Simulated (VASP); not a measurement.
# In4As4H in VASP: further runs

Runs on In4As4H. Level: PBEsol. Tasks: single point.

All numbers are computed with VASP 6.6.1; they aren't measurements. Logs are shortened: lines on timing, memory, paths and dates and some standing lists are left out, and cuts for length are marked.

### Step 1. The cell of the first run

The cell holds a slab with vacuum, 9 atoms: a = 4.304 Å, b = 6.087 Å, c = 25.457 Å, α = 90.00°, β = 90.00°, γ = 90.00°.

### Step 2. Single point, PBEsol

Input file INCAR:

```
SYSTEM = In4As4H
ALGO = Normal ; DIPOL = 0.5 0.5 0.480
EDIFF = 1E-6 ; ENCUT = 520
GGA = PS ; IDIPOL = 3
ISIF = 2 ; ISMEAR = 0
LASPH = .TRUE. ; LCHARG = .TRUE.
LDIPOL = .TRUE. ; LELF = .TRUE.
LREAL = .FALSE. ; LVACPOTAV = .TRUE.
LVHAR = .TRUE. ; LWAVE = .FALSE.
NBANDS = 46 ; NELM = 60
PREC = Accurate ; SIGMA = 0.1
```

Input file KPOINTS:

```
k-points
0
G
  7 5 1
  0 0 0
```

Input file POSCAR:

```
In4As4H
1.0
    4.3044884345      0.0000000000      0.0000000000
    0.0000000000      6.0874659232      0.0000000000
    0.0000000000      0.0000000000     25.4567326518
In As H
4 4 1
Direct
    0.5000000000      0.5000000000      0.3338998809
    0.0000000000      0.0000000000      0.4184450677
    0.5000000000      0.4898016077      0.5012216003
    0.0000000000      0.0196452587      0.5950014331
    0.0000000000      0.2500000000      0.3338998809
    0.5000000000      0.7500000000      0.4184450677
    0.0000000000      0.2441294093      0.5057281037
    0.5000000000      0.7678545441      0.5826004270
    0.5000000000      0.6079008447      0.6288785896
```

Potentials or basis: VASP PAW PBE potentials, release 64 (In_d, As, H).

On the command line:

```bash
$ cat potpaw_PBE.64/In_d/POTCAR potpaw_PBE.64/As/POTCAR potpaw_PBE.64/H/POTCAR > POTCAR
$ mpirun -np 1 vasp_std > vasp.out
```

OUTCAR:

```text
SYSTEM = In4As4H
   EDIFF = 1E-6
   ENCUT = 520
   GGA = PS
   ISIF = 2
   ISMEAR = 0
   LASPH = .TRUE.
   LREAL = .FALSE.
   NELM = 60
   PREC = Accurate

 ion  position               nearest neighbor table
   1  0.500  0.500  0.334-   5 2.64   5 2.64   6 2.64
   2  0.000  0.000  0.418-   6 2.64   6 2.64   5 2.64   7 2.67
   3  0.500  0.490  0.501-   7 2.62   7 2.62   6 2.64   8 2.68
   4  0.000  0.020  0.595-   7 2.65   8 2.66   8 2.66
   5  0.000  0.250  0.334-   1 2.64   1 2.64   2 2.64
   6  0.500  0.750  0.418-   2 2.64   2 2.64   1 2.64   3 2.64
   7  0.000  0.244  0.506-   3 2.62   3 2.62   4 2.65   2 2.67
   8  0.500  0.768  0.583-   9 1.53   4 2.66   4 2.66   3 2.68
   9  0.500  0.608  0.629-   8 1.53

  LATTYP: Found a simple orthorhombic cell.
 ALAT       =     4.3044884345
 B/A-ratio  =     1.4142135624
 C/A-ratio  =     5.9139972239

  Lattice vectors:

 A1 = (   4.3044884345,   0.0000000000,   0.0000000000)
 A2 = (   0.0000000000,   6.0874659232,   0.0000000000)
 A3 = (   0.0000000000,   0.0000000000,  25.4567326518)

Analysis of symmetry for initial positions (statically):
=====================================================================
 Subroutine PRICEL returns:
 Original cell was already a primitive cell.

 Routine SETGRP: Setting up the symmetry group for a
 simple orthorhombic supercell.

 Subroutine GETGRP returns: Found  2 space group operations
 (whereof  2 operations were pure point group operations)
 out of a pool of  8 trial point group operations.

The static configuration has the point symmetry C_1h.

Analysis of symmetry for dynamics (positions and initial velocities):
=====================================================================
 Subroutine PRICEL returns:
 Original cell was already a primitive cell.

 Routine SETGRP: Setting up the symmetry group for a
 simple orthorhombic supercell.

 Subroutine GETGRP returns: Found  2 space group operations
 (whereof  2 operations were pure point group operations)
 out of a pool of  8 trial point group operations.

The dynamic configuration has the point symmetry C_1h.

 Subroutine INISYM returns: Found  2 space group operations
 (whereof  2 operations are pure point group operations),
 and found     1 'primitive' translations

----------------------------------------------------------------------------------------

                                     Primitive cell

  volume of cell :     667.0536

  direct lattice vectors                    reciprocal lattice vectors
     4.304488434  0.000000000  0.000000000     0.232315643  0.000000000  0.000000000
     0.000000000  6.087465923  0.000000000     0.000000000  0.164271967  0.000000000
     0.000000000  0.000000000 25.456732652     0.000000000  0.000000000  0.039282339

  length of vectors
     4.304488434  6.087465923 25.456732652     0.232315643  0.164271967  0.039282339

  position of ions in fractional coordinates (direct lattice)
     0.500000000  0.500000000  0.333899881
     0.000000000  0.000000000  0.418445068
     0.500000000  0.489801608  0.501221600
     0.000000000  0.019645259  0.595001433
     0.000000000  0.250000000  0.333899881
     0.500000000  0.750000000  0.418445068
     0.000000000  0.244129409  0.505728104
     0.500000000  0.767854544  0.582600427
     0.500000000  0.607900845  0.628878590

  ion indices of the primitive-cell ions
   primitive index   ion index
                 1           1
                 2           2
                 3           3
                 4           4
                 5           5
                 6           6
                 7           7
                 8           8
                 9           9

----------------------------------------------------------------------------------------

 KPOINTS: k-points

Automatic generation of k-mesh.
 Grid dimensions read from file:
 generate k-points for:    7    5    1

 Generating k-lattice:

  Cartesian coordinates                     Fractional coordinates (reciprocal lattice)
     0.033187949  0.000000000  0.000000000     0.142857143  0.000000000  0.000000000
     0.000000000  0.032854393  0.000000000     0.000000000  0.200000000  0.000000000
     0.000000000  0.000000000  0.039282339     0.000000000  0.000000000  1.000000000

  Length of vectors
     0.033187949  0.032854393  0.039282339

  Shift w.r.t. Gamma in fractional coordinates (k-lattice)
     0.000000000  0.000000000  0.000000000

 Subroutine IBZKPT returns following result:
 ===========================================

 Found     12 irreducible k-points:

 Following reciprocal coordinates:
            Coordinates               Weight
  0.000000  0.000000  0.000000      1.000000
  0.142857  0.000000  0.000000      2.000000
  0.285714  0.000000  0.000000      2.000000
  0.428571  0.000000  0.000000      2.000000
  0.000000  0.200000  0.000000      2.000000
  0.142857  0.200000  0.000000      4.000000
  0.285714  0.200000  0.000000      4.000000
  0.428571  0.200000  0.000000      4.000000
  0.000000  0.400000  0.000000      2.000000
  0.142857  0.400000  0.000000      4.000000
  0.285714  0.400000  0.000000      4.000000
  0.428571  0.400000  0.000000      4.000000
   k-points           NKPTS =     12   k-points in BZ     NKDIM =     12   number of bands    NBANDS=     46
   number of dos      NEDOS =    301   number of ions     NIONS =      9
   total plane-waves  NPLWV = 294912
   dimension x,y,z NGX =    32 NGY =   48 NGZ =  192
   dimension x,y,z NGXF=    64 NGYF=   96 NGZF=  384
   ions per type =               4   4   1
   NGX,Y,Z   is equivalent  to a cutoff of  12.36, 13.11, 12.54 a.u.
   NGXF,Y,Z  is equivalent  to a cutoff of  24.72, 26.22, 25.08 a.u.
 SYSTEM =  In4As4H
   PREC   = accura    normal or accurate (medium, high low for compatibility)
   ISTART =      0    job   : 0-new  1-cont  2-samecut
   ICHARG =      2    charge: 1-file 2-atom 10-const
   ISPIN  =      1    spin polarized calculation?
   LNONCOLLINEAR =      F non collinear calculations
   LSORBIT =      F    spin-orbit coupling
   LASPH  =      T    aspherical Exc in radial PAW
   ENCUT  =  520.0 eV  38.22 Ry    6.18 a.u.   8.00 11.32 47.33*2*pi/ulx,y,z
   NELM   =     60;   NELMIN=  2; NELMDL= -5     # of ELM steps
   EDIFF  = 0.1E-05   stopping-criterion for ELM
   LREAL  =      F    real-space projection
   EDIFFG = 0.1E-04   stopping-criterion for IOM
   NSW    =      0    number of steps for IOM
   IBRION =     -1    ionic relax: 0-MD 1-quasi-New 2-CG
   NFREE  =      0    steps in history (QN), initial steepest desc. (CG)
   ISIF   =      2    stress and relaxation
   ISYM   =      2    0-nonsym 1-usesym 2-fastsym
   POTIM  = 0.5000    time-step for ionic-motion
   TEBEG  =    0.0;   TEEND  =   0.0 temperature during run
   PSTRESS=    0.0 pullay stress
   NELECT =      73.0000    total number of electrons
   NUPDOWN=      -1.0000    fix difference up-down
   EMIN   =  10.00;   EMAX   =-10.00  energy-range for DOS
   EFERMI =   0.00;   METHOD = LEGACY
   ISMEAR =     0;   SIGMA  =   0.10  broadening in eV -4-tet -1-fermi 0-gaus
   EFERMI_NEDOS =   21; number of points for ismear=-14 and -15
   IALGO  =     38    algorithm
   IMIX   =      4    mixing-type and parameters
     AMIX     =   0.40;   BMIX     =  1.00
     AMIX_MAG =   1.60;   BMIX_MAG =  1.00
  volume/ion in A,a.u.               =      74.12       500.17
  Fermi-wavevector in a.u.,A,eV,Ry     =   0.783061  1.479771  8.342880  0.613184
  Thomas-Fermi vector in A             =   1.886912
   LORBIT       =      0    0 simple, 1 ext, 2 COOP (PROOUT), +10 PAW based schemes
   GGA     = PS    functional components
   LHFCALC =     F    Hartree Fock is set to
   AEXX    =    0.0000 exact exchange contribution
   IVDW    =     0    specifies the selected vdW correction
   LEPSILON=     F    determine dielectric tensor
   LRPA    =     F    only Hartree local field effects (RPA)
 non-spin polarized calculation
 Gauss-broadening in eV      SIGMA  =   0.10
  energy-cutoff  :      520.00
  volume of cell :      667.05
 maximum number of plane-waves:     18038
   NGX = 17   NGY = 23   NGZ = 95

 dipolmoment           0.000000      0.000000      0.229056 electrons x Angstroem

 number of electron      73.0000004 magnetization

 dipolmoment           0.000000      0.000000     -0.047617 electrons x Angstroem

 Free energy of the ion-electron system (eV)
  ---------------------------------------------------
  ext. energy  EPLUGINS =         0.00000000
  ---------------------------------------------------
  free energy    TOTEN  =       -34.32336477 eV

  energy without entropy =      -34.27610793  energy(sigma->0) =      -34.29973635

 E-fermi :  -1.1337     XC(G=0):  -3.7702

 val. band max:       -1.1562140656   @ k =   0.2857   0.0000   0.0000
 cond. band min:      -1.1296926290   @ k =   0.4286   0.4000   0.0000
 fundamental gap:      0.0265214366
 Fermi energy:        -1.1336515180

 k-point     1 :       0.0000    0.0000    0.0000
  band No.  band energies     occupation
      1     -15.9970      2.00000
      2     -15.9642      2.00000
      3     -15.9033      2.00000
      4     -15.8797      2.00000
      5     -15.8528      2.00000
      6     -15.8281      2.00000
[... 38 lines left out ...]
     45       2.4688      0.00000
     46       2.6418      0.00000

 k-point     2 :       0.1429    0.0000    0.0000
  band No.  band energies     occupation
      1     -15.9941      2.00000
      2     -15.9673      2.00000
      3     -15.9068      2.00000
      4     -15.8826      2.00000
      5     -15.8563      2.00000
      6     -15.8369      2.00000
[... 38 lines left out ...]
     45       2.1991      0.00000
     46       2.5781      0.00000

 k-point     3 :       0.2857    0.0000    0.0000
  band No.  band energies     occupation
      1     -15.9923      2.00000
      2     -15.9776      2.00000
      3     -15.9178      2.00000
      4     -15.8929      2.00000
      5     -15.8608      2.00000
      6     -15.8423      2.00000
[... 38 lines left out ...]
     45       2.8569      0.00000
     46       2.9568      0.00000

 k-point     4 :       0.4286    0.0000    0.0000
  band No.  band energies     occupation
      1     -15.9949      2.00000
      2     -15.9902      2.00000
      3     -15.9212      2.00000
      4     -15.9098      2.00000
      5     -15.8610      2.00000
      6     -15.8392      2.00000
[... 332 lines left out ...]
     45       2.7531      0.00000
     46       2.8656      0.00000

 k-point    11 :       0.2857    0.4000    0.0000
  band No.  band energies     occupation
      1     -15.9808      2.00000
      2     -15.9692      2.00000
      3     -15.9133      2.00000
      4     -15.8991      2.00000
      5     -15.8602      2.00000
      6     -15.8429      2.00000
[... 38 lines left out ...]
     45       2.9854      0.00000
     46       3.2540      0.00000

 k-point    12 :       0.4286    0.4000    0.0000
  band No.  band energies     occupation
      1     -15.9849      2.00000
      2     -15.9822      2.00000
      3     -15.9180      2.00000
      4     -15.9116      2.00000
      5     -15.8611      2.00000
      6     -15.8409      2.00000
[... 38 lines left out ...]
     45       2.9194      0.00000
     46       3.3773      0.00000

------------------------ aborting loop because EDIFF is reached ----------------------------------------

  FORCE on cell =-STRESS in cart. coord.  units (eV):
  Direction    XX          YY          ZZ          XY          YZ          ZX
  --------------------------------------------------------------------------------------
  -------------------------------------------------------------------------------------
  Total        0.1684400     -0.2641700      0.1182631      0.0000000      1.2979465      0.0000000
  in kB        0.4045714     -0.6345025      0.2840527      0.0000000      3.1175012      0.0000000
  external PRESSURE =       0.0180405 kB  Pullay stress =       0.0000000 kB

 VOLUME and BASIS-vectors are now :
 -----------------------------------------------------------------------------
  energy-cutoff  :      520.00
  volume of cell :      667.05
      direct lattice vectors                 reciprocal lattice vectors
     4.304488434  0.000000000  0.000000000     0.232315643  0.000000000  0.000000000
     0.000000000  6.087465923  0.000000000     0.000000000  0.164271967  0.000000000
     0.000000000  0.000000000 25.456732652     0.000000000  0.000000000  0.039282339

 POSITION                                       TOTAL-FORCE (eV/Angst)
 -----------------------------------------------------------------------------------
      2.15224      3.04373      8.50000         0.000000     -0.751543      0.836360
      0.00000      0.00000     10.65224         0.000000      0.225348      0.162711
      2.15224      2.98165     12.75946         0.000000      0.000240      0.017834
      0.00000      0.11959     15.14679         0.000000     -0.015183      0.011924
      0.00000      1.52187      8.50000         0.000000      0.118887     -0.844991
      2.15224      4.56560     10.65224         0.000000      0.403448     -0.185198
      0.00000      1.48613     12.87419         0.000000      0.007977      0.003967
      2.15224      4.67429     14.83110         0.000000      0.060441     -0.065815
      2.15224      3.70058     16.00919         0.000000     -0.049614      0.063209
 -----------------------------------------------------------------------------------
    total drift:                                0.000000     -0.000246      0.000001

  FREE ENERGIE OF THE ION-ELECTRON SYSTEM (eV)
  ---------------------------------------------------
  free  energy   TOTEN  =       -34.3233647697 eV

  energy  without entropy=      -34.2761079284  energy(sigma->0) =      -34.29973635

 vacuum level on the upper side and lower side of the slab         2.812         3.141
```

Wall time 14 min (1 thread of Intel Xeon 6975P-C (Granite Rapids), shared host); peak memory 0.8 GiB.

Results:

- Free energy: -34.3234 eV
- Largest force: 1.124 eV/Å
- Band gap on the k mesh: zero (an odd number of electrons rules out a gap without spin polarisation)

Forces on the atoms (eV/Å):
```
In   0.000 -0.752  0.836
In   0.000  0.225  0.163
In   0.000  0.000  0.018
In   0.000 -0.015  0.012
As   0.000  0.119 -0.845
As   0.000  0.403 -0.185
As   0.000  0.008  0.004
As   0.000  0.060 -0.066
H    0.000 -0.050  0.063
```

Levels at points of the mesh, in eV from the Fermi level:
| k point | band 33 | band 34 | band 35 | band 36 | band 37 | band 38 | band 39 | band 40 |
| --- | --- | --- | --- | --- | --- | --- | --- | --- |
| (0.00, 0.00, 0.00) | -1.70 | -1.58 | -0.96 | -0.50 | -0.24 | 0.61 | 1.45 | 1.79 |

Caveat: the PAW data sets were made with another functional, which shifts forces and pressure a little; spin-orbit coupling is left out, which moves the levels of the heavy elements; an odd number of electrons without spin polarisation forces a metal; a magnetic or distorted state may lie lower.

### Step 3. Single point, PBEsol

Input file INCAR:

```
ALGO = Normal ; DIPOL = 0.5 0.5 0.473
EDIFF = 1E-7 ; ENCUT = 520
GGA = PS ; IDIPOL = 3
ISIF = 2 ; ISMEAR = 0
LASPH = T ; LCHARG = F
LDIPOL = T ; LREAL = F
LWAVE = F ; NBANDS = 46
NELM = 60 ; PREC = Accurate
SIGMA = 0.1
```

Input file KPOINTS:

```
k-points
0
Gamma
  7 5 1
```

Input file POSCAR:

```
In4As4H
1.0
    4.3044884345      0.0000000000      0.0000000000
    0.0000000000      6.0874659232      0.0000000000
    0.0000000000      0.0000000000     25.4567326518
In As H
4 4 1
Direct
    0.5000000000      0.5000000000      0.3338998809
    0.0000000000      0.0000000000      0.4184450677
    0.5000000000      0.5284943436      0.5066320520
    0.0000000000     -0.1226397795      0.5633943093
    0.0000000000      0.2500000000      0.3338998809
    0.5000000000      0.7500000000      0.4184450677
    0.0000000000      0.2710342812      0.5094328739
    0.5000000000      0.7046434439      0.6025531320
    0.0000000000      0.2907620461      0.5705696939
```

Potentials or basis: VASP PAW PBE potentials, release 64 (In_d, As, H).

On the command line:

```bash
$ cat potpaw_PBE.64/In_d/POTCAR potpaw_PBE.64/As/POTCAR potpaw_PBE.64/H/POTCAR > POTCAR
$ mpirun -np 1 vasp_std > vasp.out
```

Run time: 7.6 min. Hardware: 1 thread of Intel Xeon 6975P-C (Granite Rapids), shared host; peak memory 0.8 GiB.

The run converged. Its results:

```
Free energy            : -33.6690 eV
Largest force          : 0.647 eV/Å
Band gap on the k mesh : zero (an odd number of electrons rules out a gap without spin polarisation)
```

Forces on the atoms (eV/Å):
```
In   0.000 -0.574  0.298
In   0.000  0.083 -0.353
In   0.000 -0.001 -0.004
In   0.000  0.000 -0.007
As   0.000  0.007 -0.315
As   0.000  0.492  0.354
As   0.000 -0.007 -0.078
As   0.000 -0.008  0.029
H    0.000  0.008  0.075
```

Levels at points of the mesh, in eV from the Fermi level:
```
           k point  band 33  band 34  band 35  band 36  band 37  band 38  band 39  band 40
(0.00, 0.00, 0.00)    -1.97    -1.44    -1.25    -0.84    -0.38     0.44     0.75     0.93
```

Caveat: the PAW data sets were made with another functional, which shifts forces and pressure a little; spin-orbit coupling is left out, which moves the levels of the heavy elements; an odd number of electrons without spin polarisation forces a metal; a magnetic or distorted state may lie lower.

The gap in the log of VASP goes by the Fermi energy; the results here count the filled bands.